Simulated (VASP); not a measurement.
# Mo: single point with PBEsol

The system is Mo, a wire with vacuum.

```
Mo
1.0
    12.10000    0.00000    0.00000
     0.00000   12.40000    0.00000
     0.00000    0.00000    3.35779
Mo
5
Direct
  0.50000 0.50000 0.00000
  0.39700 0.39315 0.50000
  0.39700 0.60685 0.50000
  0.60300 0.39315 0.50000
  0.60300 0.60685 0.50000
```

```
Program             : VASP 6.6.1
Task                : single point
Functional          : PBEsol
Potentials or basis : VASP PAW PBE potentials, release 64 (Mo_sv)
Cutoff              : 520 eV
k mesh              : 1 × 1 × 17
Occupations         : gaussian, width 0.05 eV
Spin                : no spin polarisation
```

* Largest force: 0.102 eV/Å
* Band gap on the k mesh: zero (band 35 reaches -0.83 eV, above the bottom of band 36 at -0.96 eV)

Forces in eV/Å, atoms in the order of the input:
```
Mo   0.000  0.000  0.000
Mo  -0.080 -0.063  0.000
Mo  -0.080  0.063  0.000
Mo   0.080 -0.063  0.000
Mo   0.080  0.063  0.000
```

Levels at points of the mesh, in eV from the Fermi level:
```tsv
k point	band 32	band 33	band 34	band 35	band 36	band 37	band 38	band 39
(0.00, 0.00, 0.00)	-0.84	-0.65	-0.57	-0.20	-0.10	0.29	0.58	0.60
```

It took 5.3 min on 1 thread of Intel(R) Xeon(R) Platinum 8488C (Sapphire Rapids), on a shared host, peak memory 0.57 GiB.

Caveat: the PAW data sets were made with another functional, which shifts forces and pressure a little.
